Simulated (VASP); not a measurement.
PrHRh3, 5 atoms in the cell. It takes space group R3m (No. 160, trigonal). Conventional cell: a = 5.898 Å, b = 5.898 Å, c = 7.236 Å, α = 90.00°, β = 90.00°, γ = 120.00°. Pr (site symmetry 3m) has 12 Rh at 2.95 to 2.96 Å and 8 H at 3.22 to 4.02 Å and 6 Pr at 4.17 Å within 4.2 Å. H (site symmetry 3m) has 6 Rh at 1.91 to 2.32 Å within 2.5 Å. Rh (site symmetry m) has 2 H at 1.91 to 2.32 Å within 2.5 Å. The cell was built from a structure type or drawn by symmetry, and may not be a known phase.

| Quantity | Value |
| --- | --- |
| Program | VASP 6.6.1 |
| Task | single point |
| Functional | PBE |
| Potentials or basis | VASP PAW PBE potentials, release 64 (Pr_3, H, Rh_pv), 4f in core |
| Cutoff | 500 eV |
| k mesh | 4 × 4 × 4 |
| Occupations | gaussian, width 0.2 eV |
| Spin | no spin polarisation |
| Dipole correction | no |
| Mended | yes |
| Further INCAR settings | ALGO = Normal; EDIFF = 1e-06; NBANDS = 36 |

Potentials or basis: VASP PAW PBE potentials, release 64 (Pr_3, H, Rh_pv), 4f in core.

The run is started by

```bash
$ cat potpaw_PBE.64/Pr_3/POTCAR potpaw_PBE.64/H/POTCAR potpaw_PBE.64/Rh_pv/POTCAR > POTCAR
$ mpirun -np 1 vasp_std > vasp.out
```

Hardware: 1 thread of Intel(R) Xeon(R) 6975P-C (Granite Rapids), with other jobs on the host.

Question: Estimate the wall time of this run.

Answer: Run time: 13 s on 1 thread of Intel(R) Xeon(R) 6975P-C (Granite Rapids), with other jobs on the host, peak memory 0.18 GiB. Counts: scf iterations 13, k points 13.
